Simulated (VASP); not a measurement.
# Zn (P6_3/mmc) in VASP: notebook

Zn is run at these levels: LDA; tasks: single point, relaxation of cell and atoms.

Program: VASP 6.6.1. These are calculated values, not measurements. Logs are shortened: lines on timing, memory, paths and dates and some standing lists are left out, and cuts for length are marked.

### 1 The cell of the first run

Symmetry: P6_3/mmc, No. 194, hexagonal system. The conventional cell has a = 2.614 Å, b = 2.614 Å, c = 4.873 Å, α = 90.00°, β = 90.00°, γ = 120.00°. Within 3.4 Å of Zn (site symmetry -6m2) lie 12 Zn at 2.61 to 2.87 Å.

### 2 Single point, LDA

INCAR

```
PREC = Accurate
ENCUT = 520
EDIFF = 1E-7
ISMEAR = 0
SIGMA = 0.1
LREAL = F
LASPH = T
NELM = 100
ALGO = Fast
ISIF = 2
LWAVE = F
LCHARG = T
GGA = CA
LELF = T
LVHAR = T
NBANDS = 19
```

KPOINTS

```
regular mesh
0
Gamma
  9 9 4
```

POSCAR

```
Zn
1.0
    2.6143598000      0.0000000000      0.0000000000
   -1.3071799000      2.2641020000      0.0000000000
    0.0000000000      0.0000000000      4.8731610200
Zn
2
Direct
    0.3333333300      0.6666666700      0.2500000000
    0.6666666700      0.3333333300      0.7500000000
```

Potentials or basis: VASP PAW LDA potentials, release 64 (Zn).

On the command line:

```console
> cat potpaw_LDA.64/Zn/POTCAR > POTCAR
> mpirun -np 1 vasp_std > vasp.out
```

OUTCAR:

```text
PREC = Accurate
   ENCUT = 520
   EDIFF = 1E-7
   ISMEAR = 0
   LREAL = F
   LASPH = T
   NELM = 100
   ISIF = 2
   GGA = CA

 ion  position               nearest neighbor table
   1  0.333  0.667  0.250-   2 2.87   2 2.87   2 2.87   2 2.87   2 2.87   2 2.87
   2  0.667  0.333  0.750-   1 2.87   1 2.87   1 2.87   1 2.87   1 2.87   1 2.87

  LATTYP: Found a hexagonal cell.
 ALAT       =     2.6143598000
 C/A-ratio  =     1.8639978399

  Lattice vectors:

 A1 = (   2.6143598000,   0.0000000000,   0.0000000000)
 A2 = (  -1.3071799000,   2.2641020000,   0.0000000000)
 A3 = (   0.0000000000,   0.0000000000,   4.8731610200)

Analysis of symmetry for initial positions (statically):
=====================================================================
 Subroutine PRICEL returns:
 Original cell was already a primitive cell.

 Routine SETGRP: Setting up the symmetry group for a
 hexagonal supercell.

 Subroutine GETGRP returns: Found 24 space group operations
 (whereof 12 operations were pure point group operations)
 out of a pool of 24 trial point group operations.

The static configuration has the point symmetry D_3d.
 The point group associated with its full space group is D_6h.

Analysis of symmetry for dynamics (positions and initial velocities):
=====================================================================
 Subroutine PRICEL returns:
 Original cell was already a primitive cell.

 Routine SETGRP: Setting up the symmetry group for a
 hexagonal supercell.

 Subroutine GETGRP returns: Found 24 space group operations
 (whereof 12 operations were pure point group operations)
 out of a pool of 24 trial point group operations.

The dynamic configuration has the point symmetry D_3d.
 The point group associated with its full space group is D_6h.

 Subroutine INISYM returns: Found 24 space group operations
 (whereof 12 operations are pure point group operations),
 and found     1 'primitive' translations

----------------------------------------------------------------------------------------

                                     Primitive cell

  volume of cell :      28.8451

[... 80 lines left out ...]
   ISTART =      0    job   : 0-new  1-cont  2-samecut
   ICHARG =      2    charge: 1-file 2-atom 10-const
   ISPIN  =      1    spin polarized calculation?
   LNONCOLLINEAR =      F non collinear calculations
   LSORBIT =      F    spin-orbit coupling
   LASPH  =      T    aspherical Exc in radial PAW
   ENCUT  =  520.0 eV  38.22 Ry    6.18 a.u.   4.86  4.86  9.06*2*pi/ulx,y,z
   NELM   =    100;   NELMIN=  2; NELMDL= -5     # of ELM steps
   EDIFF  = 0.1E-06   stopping-criterion for ELM
   LREAL  =      F    real-space projection
   EDIFFG = 0.1E-05   stopping-criterion for IOM
   NSW    =      0    number of steps for IOM
   IBRION =     -1    ionic relax: 0-MD 1-quasi-New 2-CG
   NFREE  =      0    steps in history (QN), initial steepest desc. (CG)
   ISIF   =      2    stress and relaxation
   ISYM   =      2    0-nonsym 1-usesym 2-fastsym
   POTIM  = 0.5000    time-step for ionic-motion
   TEBEG  =    0.0;   TEEND  =   0.0 temperature during run
   PSTRESS=    0.0 pullay stress
   NELECT =      24.0000    total number of electrons
   NUPDOWN=      -1.0000    fix difference up-down
   EMIN   =  10.00;   EMAX   =-10.00  energy-range for DOS
   EFERMI =   0.00;   METHOD = LEGACY
   ISMEAR =     0;   SIGMA  =   0.10  broadening in eV -4-tet -1-fermi 0-gaus
   EFERMI_NEDOS =   21; number of points for ismear=-14 and -15
   IALGO  =     68    algorithm
   IMIX   =      4    mixing-type and parameters
     AMIX     =   0.40;   BMIX     =  1.00
     AMIX_MAG =   1.60;   BMIX_MAG =  1.00
  volume/ion in A,a.u.               =      14.42        97.33
  Fermi-wavevector in a.u.,A,eV,Ry     =   1.539765  2.909735 32.257744  2.370877
  Thomas-Fermi vector in A             =   2.645947
   LORBIT       =      0    0 simple, 1 ext, 2 COOP (PROOUT), +10 PAW based schemes
   GGA     = CA    functional components
   LHFCALC =     F    Hartree Fock is set to
   AEXX    =    0.0000 exact exchange contribution
   IVDW    =     0    specifies the selected vdW correction
   LEPSILON=     F    determine dielectric tensor
   LRPA    =     F    only Hartree local field effects (RPA)
 non-spin polarized calculation
 RMM-DIIS sequential band-by-band and
 Gauss-broadening in eV      SIGMA  =   0.10
  energy-cutoff  :      520.00
  volume of cell :       28.85
 maximum number of plane-waves:       792
 NGX is ok and might be reduce to    20
   NGX =  9   NGY =  9   NGZ = 19

 number of electron      24.0000032 magnetization

 Free energy of the ion-electron system (eV)
  ---------------------------------------------------
  ext. energy  EPLUGINS =         0.00000000
  ---------------------------------------------------
  free energy    TOTEN  =        -3.68307584 eV

  energy without entropy =       -3.67666681  energy(sigma->0) =       -3.67987132

 E-fermi :   3.5246     XC(G=0): -12.1708

 val. band max:        3.5089177693   @ k =   0.2222   0.2222   0.0000
 cond. band min:       3.5622152630   @ k =   0.3333   0.1111   0.0000
 fundamental gap:      0.0532974938
 Fermi energy:         3.5245790648

 k-point     1 :       0.0000    0.0000    0.0000
  band No.  band energies     occupation
      1      -7.5654      2.00000
      2      -5.6713      2.00000
      3      -4.9016      2.00000
      4      -4.6408      2.00000
      5      -4.6408      2.00000
      6      -4.5864      2.00000
[... 505 lines left out ...]
      6      -4.6297      2.00000
[... 11 lines left out ...]
     18      12.9851      0.00000
     19      14.4112      0.00000

 [... further k-points ...]

------------------------ aborting loop because EDIFF is reached ----------------------------------------

  FORCE on cell =-STRESS in cart. coord.  units (eV):
  Direction    XX          YY          ZZ          XY          YZ          ZX
  --------------------------------------------------------------------------------------
  -------------------------------------------------------------------------------------
  Total       -0.9498717     -0.9498717     -0.8024653     -0.0000000      0.0000000      0.0000000
  in kB      -52.7598337    -52.7598336    -44.5722704     -0.0000000      0.0000000      0.0000000
  external PRESSURE =     -50.0306459 kB  Pullay stress =       0.0000000 kB

 VOLUME and BASIS-vectors are now :
 -----------------------------------------------------------------------------
  energy-cutoff  :      520.00
  volume of cell :       28.85
      direct lattice vectors                 reciprocal lattice vectors
     2.614359800  0.000000000  0.000000000     0.382502822  0.220838107  0.000000000
    -1.307179900  2.264102000  0.000000000     0.000000000  0.441676214  0.000000000
     0.000000000  0.000000000  4.873161020     0.000000000  0.000000000  0.205205614

 POSITION                                       TOTAL-FORCE (eV/Angst)
 -----------------------------------------------------------------------------------
     -0.00000      1.50940      1.21829         0.000000      0.000000      0.000000
      1.30718      0.75470      3.65487        -0.000000      0.000000      0.000000
 -----------------------------------------------------------------------------------
    total drift:                               -0.000001      0.000000      0.000000

  FREE ENERGIE OF THE ION-ELECTRON SYSTEM (eV)
  ---------------------------------------------------
  free  energy   TOTEN  =        -3.6830758375 eV

  energy  without entropy=       -3.6766668086  energy(sigma->0) =       -3.67987132
```

OSZICAR:

```text
N       E                     dE             d eps       ncg     rms          rms(c)
DAV:   1     0.108901090397E+03    0.10890E+03   -0.12314E+04  1456   0.204E+03
DAV:   2     0.116098570021E+01   -0.10774E+03   -0.10387E+03  1374   0.293E+02
DAV:   3    -0.394402403882E+01   -0.51050E+01   -0.50823E+01  1527   0.705E+01
DAV:   4    -0.397541479813E+01   -0.31391E-01   -0.31383E-01  1513   0.563E+00
DAV:   5    -0.397545698864E+01   -0.42191E-04   -0.42190E-04  1469   0.186E-01    0.452E+00
RMM:   6    -0.371140853014E+01    0.26405E+00   -0.91069E-01  1572   0.114E+01    0.336E+00
RMM:   7    -0.369327932737E+01    0.18129E-01   -0.34386E-02  1647   0.263E+00    0.166E+00
RMM:   8    -0.368320036796E+01    0.10079E-01   -0.73928E-03  1551   0.612E-01    0.130E-01
RMM:   9    -0.368310746308E+01    0.92905E-04   -0.19280E-03  1669   0.627E-01    0.892E-02
RMM:  10    -0.368307537266E+01    0.32090E-04   -0.14460E-04  1648   0.116E-01    0.127E-02
RMM:  11    -0.368307609718E+01   -0.72451E-06   -0.13679E-05  1630   0.335E-02    0.507E-03
RMM:  12    -0.368307587670E+01    0.22048E-06   -0.22341E-06  1680   0.181E-02    0.271E-03
RMM:  13    -0.368307583745E+01    0.39250E-07   -0.22609E-07  1083   0.579E-03
   1 F= -.36830758E+01 E0= -.36798713E+01  d E =-.640903E-02
```

stdout:

```text
POSCAR found type information on POSCAR Zn
 POSCAR found :  1 types and       2 ions
 scaLAPACK will be used
 LDA part: xc-table for (Slater(with rela. corr.)+CA(PZ))
 , standard interpolation
 POSCAR, INCAR and KPOINTS ok, starting setup
 FFT: planning ... GRIDC
 FFT: planning ... GRID_SOFT
 FFT: planning ... GRID
 WAVECAR not read
 entering main loop
```

Wall time 15 s (1 thread of Intel Xeon Platinum 8259CL at 2.50GHz (Skylake/Cascade Lake), shared host); peak memory 0.13 GiB.

What came out:

```
Free energy            : -3.6831 eV
Pressure               : -5.0 GPa
Band gap on the k mesh : zero (band 12 reaches 4.23 eV, above the bottom of band 13 at 0.17 eV)
```

Levels at points of the mesh, in eV from the Fermi level:
| k point | band 10 | band 11 | band 12 | band 13 | band 14 | band 15 |
| --- | --- | --- | --- | --- | --- | --- |
| (0.00, 0.00, 0.00) | -7.51 | -7.51 | -4.15 | -3.36 | 13.62 | 17.49 |
| (0.00, 0.00, 0.50) | -7.61 | -7.61 | -7.61 | 4.41 | 4.41 | 19.15 |

### 3 Single point, LDA

This run uses another cell than the first one, of 13.67 Å³/atom, 0.948 times its volume.

INCAR

```
ALGO     = Normal         # electronic algorithm
EDIFF    = 1E-6           # SCF threshold, eV
ENCUT    = 520            # plane-wave cutoff, eV
GGA      = CA             # functional
ISIF     = 2              # what is computed and relaxed
ISMEAR   = 0              # smearing method
LASPH    = True           # aspherical terms in the spheres
LCHARG   = False          # write CHGCAR
LREAL    = False          # projectors in reciprocal space
LWAVE    = False          # write WAVECAR
NBANDS   = 19             # bands
NELM     = 100            # most SCF steps
PREC     = Accurate       # precision mode
SIGMA    = 0.1            # smearing width, eV
```

KPOINTS

```
k-points
0
Gamma
  18 18 10
```

POSCAR

```
Zn
1.0
    2.5509311122      0.0000000000      0.0000000000
   -1.2754655561      2.2091711464      0.0000000000
    0.0000000000      0.0000000000      4.8503842452
Zn
2
Direct
    0.3333333333      0.6666666667      0.2500000000
    0.6666666667      0.3333333333      0.7500000000
```

Potentials or basis: VASP PAW LDA potentials, release 64 (Zn).

On the command line:

```console
> cat potpaw_LDA.64/Zn/POTCAR > POTCAR
> mpirun -np 1 vasp_std > vasp.out
```

Wall time 69 s (1 thread of Intel Xeon Platinum 8259CL at 2.50GHz (Skylake/Cascade Lake), shared host); peak memory 0.2 GiB.

The run converged. Its results:

* Free energy: -3.7591 eV
* Pressure: 0.8 GPa
* Band gap on the k mesh: zero (band 12 reaches 5.48 eV, above the bottom of band 13 at 0.40 eV)

Stress tensor (GPa, compression positive):
```
0.91 0.00 0.00
0.00 0.91 0.00
0.00 0.00 0.45
```

Levels at points of the mesh, in eV from the Fermi level:
| k point | band 9 | band 10 | band 11 | band 12 | band 13 | band 14 | band 15 | band 16 |
| --- | --- | --- | --- | --- | --- | --- | --- | --- |
| (0.00, 0.00, 0.00) | -7.55 | -7.32 | -7.32 | -4.25 | -3.26 | 13.70 | 17.79 | 19.31 |
| (0.50, 0.00, 0.00) | -7.09 | -7.07 | -3.06 | -2.11 | 2.73 | 3.68 | 4.59 | 6.03 |
| (0.00, 0.00, 0.50) | -7.42 | -7.42 | -7.42 | -7.42 | 4.47 | 4.47 | 20.67 | 20.67 |
| (0.50, 0.00, 0.50) | -7.08 | -7.08 | -2.13 | -2.13 | 0.46 | 0.46 | 10.49 | 10.49 |

### 4 Relaxation of cell and atoms, LDA

INCAR

```
SYSTEM = Zn
PREC = Accurate ; ENCUT = 600
EDIFF = 1E-6 ; ISMEAR = 0
SIGMA = 0.1 ; LREAL = .False.
LASPH = .True. ; NELM = 80
ALGO = Fast ; ISIF = 3
LWAVE = .False. ; LCHARG = .False.
IBRION = 2 ; NSW = 100
EDIFFG = -0.002
```

KPOINTS

```
regular mesh
0
Gamma
  18 18 10
  0 0 0
```

POSCAR

```
Zn
1.0
    2.6143598000      0.0000000000      0.0000000000
   -1.3071799000      2.2641020000      0.0000000000
    0.0000000000      0.0000000000      4.8731610200
Zn
2
Direct
    0.3333333300      0.6666666700      0.2500000000
    0.6666666700      0.3333333300      0.7500000000
```

On the command line:

```console
> cat potpaw_LDA.64/Zn/POTCAR > POTCAR
> mpirun -np 1 vasp_std > vasp.out
```

Run time: 6.4 min. Hardware: 1 thread of Intel Xeon Platinum 8259CL at 2.50GHz (Skylake/Cascade Lake), shared host; peak memory 0.23 GiB.

The run converged. Its results:

* Free energy: -3.7599 eV
* Relaxed volume: 13.75 Å³/atom
* Relaxed cell: a = 2.557 Å, b = 2.557 Å, c = 4.858 Å, α = 90.00°, β = 90.00°, γ = 120.00°
* Space group after relaxing (to 0.05 Å): P6_3/mmc (No. 194)
* Energy gained by relaxing: 13.1 meV/atom
* Ionic steps: 8
* Pressure after relaxing: 0.0 GPa
* Band gap on the k mesh: zero (band 12 reaches 5.42 eV, above the bottom of band 13 at 0.36 eV)

The path:
```csv
step,energy change (eV),largest force (eV/Å),pressure (GPa),volume (Å³)
1,0.0000,0.0000,-4.41,28.85
2,-0.0252,0.0000,1.05,27.22
3,-0.0260,0.0000,0.47,27.42
4,-0.0259,0.0000,-0.18,27.52
5,-0.0260,0.0000,-0.29,27.47
6,-0.0260,0.0000,-0.11,27.45
7,-0.0260,0.0000,0.41,27.46
8,-0.0261,0.0000,0.00,27.51
```

Final structure:
```
Zn
1.0
     2.55700    0.00000    0.00000
    -1.27850    2.21442    0.00000
     0.00000    0.00000    4.85796
Zn
2
Direct
  0.33333 0.66667 0.25000
  0.66667 0.33333 0.75000
```

Levels at points of the mesh, in eV from the Fermi level:
| k point | band 9 | band 10 | band 11 | band 12 | band 13 | band 14 | band 15 | band 16 |
| --- | --- | --- | --- | --- | --- | --- | --- | --- |
| (0.00, 0.00, 0.00) | -7.54 | -7.32 | -7.32 | -4.21 | -3.26 | 13.67 | 17.74 | 19.19 |
| (0.50, 0.00, 0.00) | -7.08 | -7.06 | -3.05 | -2.11 | 2.71 | 3.67 | 4.55 | 6.01 |
| (0.00, 0.00, 0.50) | -7.41 | -7.41 | -7.41 | -7.41 | 4.46 | 4.46 | 20.55 | 20.55 |
| (0.50, 0.00, 0.50) | -7.07 | -7.07 | -2.11 | -2.11 | 0.43 | 0.43 | 10.45 | 10.45 |

### 5 Summary

```tsv
task	cell	k mesh	cutoff (eV)	gap on the mesh (eV)	pressure (GPa)
single point	a = 2.614, b = 2.614, c = 4.873 Å, angles 90.0, 90.0, 120.0°, 2 atoms	9 × 9 × 4	520	none	-5.0
single point	a = 2.551, b = 2.551, c = 4.850 Å, angles 90.0, 90.0, 120.0°, 2 atoms	18 × 18 × 10	520	none	0.8
relaxation of cell and atoms	relaxed from a = 2.614, b = 2.614, c = 4.873 Å, angles 90.0, 90.0, 120.0°, 2 atoms	18 × 18 × 10	600	none	0.0
```

Alike in all rows: level LDA; potentials or basis VASP PAW LDA potentials, release 64 (Zn); no spin polarisation; smearing gaussian 0.1 eV.

Total energies depend on the potentials used, so only differences within one code and one set of settings carry meaning.
